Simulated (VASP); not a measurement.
Here is a VASP 6.6.1 calculation.

File INCAR:

```
SYSTEM = FeCo
PREC     = Accurate       ! precision mode
ENCUT    = 520            ! plane-wave cutoff, eV
EDIFF    = 1E-8           ! SCF threshold, eV
ISMEAR   = -1             ! smearing method
SIGMA    = 0.05           ! smearing width, eV
LREAL    = .FALSE.        ! projectors in reciprocal space
LASPH    = .TRUE.         ! aspherical terms in the spheres
NELM     = 200            ! most SCF steps
ALGO     = Normal         ! electronic algorithm
ISIF     = 2              ! what is computed and relaxed
LWAVE    = .FALSE.        ! write WAVECAR
LCHARG   = .FALSE.        ! write CHGCAR
ISPIN    = 2              ! spin polarisation
MAGMOM   = 3 2            ! initial moments
LORBIT   = 11             ! projections on sites
LMAXMIX  = 4              ! l up to which the mixer works
GGA      = CA             ! functional
LEFG     = .TRUE.       
NBANDS   = 20             ! bands
GGA_COMPAT= .FALSE.
```

File KPOINTS:

```
Automatic mesh
0
G
  13 13 13
  0 0 0
```

File POSCAR:

```
FeCo
1.0
    2.8570000000      0.0000000000      0.0000000000
    0.0000000000      2.8570000000      0.0000000000
    0.0000000000      0.0000000000      2.8570000000
Fe Co
1 1
Direct
    0.5000000000      0.5000000000      0.5000000000
    0.0000000000      0.0000000000      0.0000000000
```

Potentials or basis: VASP PAW LDA potentials, release 64 (Fe, Co).

The run is started by

```sh
$ cat potpaw_LDA.64/Fe/POTCAR potpaw_LDA.64/Co/POTCAR > POTCAR
$ mpirun -np 1 vasp_std > vasp.out
```

(1) Estimate the site moments.

(2) What does it give for the pressure?

(3) Predict the net moment.

## Answers

(1) Fe +2.67; Co +1.72 μB.

(2) -20.0 GPa.

(3) 4.40 μB per cell.

Caveat: the cell stands under tension.
